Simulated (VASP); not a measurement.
Write the native input for VASP 6.6.1 that does the following.

```yaml
Task: single point
Functional: PBEsol
Potentials_or_basis: VASP PAW PBE potentials, release 64 (Te, Sn_d)
Cutoff: 520 eV
k_mesh: 8 × 8 × 8
Occupations: fermi-dirac, width 0.05 eV
Spin: no spin polarisation
Dipole_correction: no
Further_INCAR_settings: ALGO = Fast; EDIFF = 1e-07; NBANDS = 32
```

The structure of Sn3Te lies in POSCAR:

```
Sn3Te
1.0
   -2.3009040000      2.3009040000      5.5164940000
    2.3009040000     -2.3009040000      5.5164940000
    2.3009040000      2.3009040000     -5.5164940000
Te Sn
1 3
Direct
    0.0000000000      0.0000000000      0.0000000000
    0.5000000000      0.5000000000      0.0000000000
    0.2500000000      0.7500000000      0.5000000000
    0.7500000000      0.2500000000      0.5000000000
```

One way to write it, as run:

INCAR

```
SYSTEM = Sn3Te
PREC = Accurate ; ENCUT = 520
EDIFF = 1E-7 ; ISMEAR = -1
SIGMA = 0.05 ; LREAL = .False.
LASPH = .True. ; NELM = 100
ALGO = Fast ; ISIF = 2
LWAVE = .False. ; LCHARG = .False.
GGA = PS ; NBANDS = 32
```

KPOINTS

```
Automatic mesh
0
Gamma
  8 8 8
  0 0 0
```

Potentials or basis: VASP PAW PBE potentials, release 64 (Te, Sn_d).

Launch:

```bash
$ cat potpaw_PBE.64/Te/POTCAR potpaw_PBE.64/Sn_d/POTCAR > POTCAR
$ mpirun -np 1 vasp_std > vasp.out
```

It gave:

The pressure is -3.1 GPa and the band gap on the k mesh is zero (bands 24 and 25 overlap by 0.93 eV).

Caveat: the cell stands under tension; the PAW data sets were made with another functional, which shifts forces and pressure a little; spin-orbit coupling is left out, which moves the levels of the heavy elements.

It took 11 min on 1 thread of Intel Xeon 8259CL (shared host), peak memory 0.44 GiB.
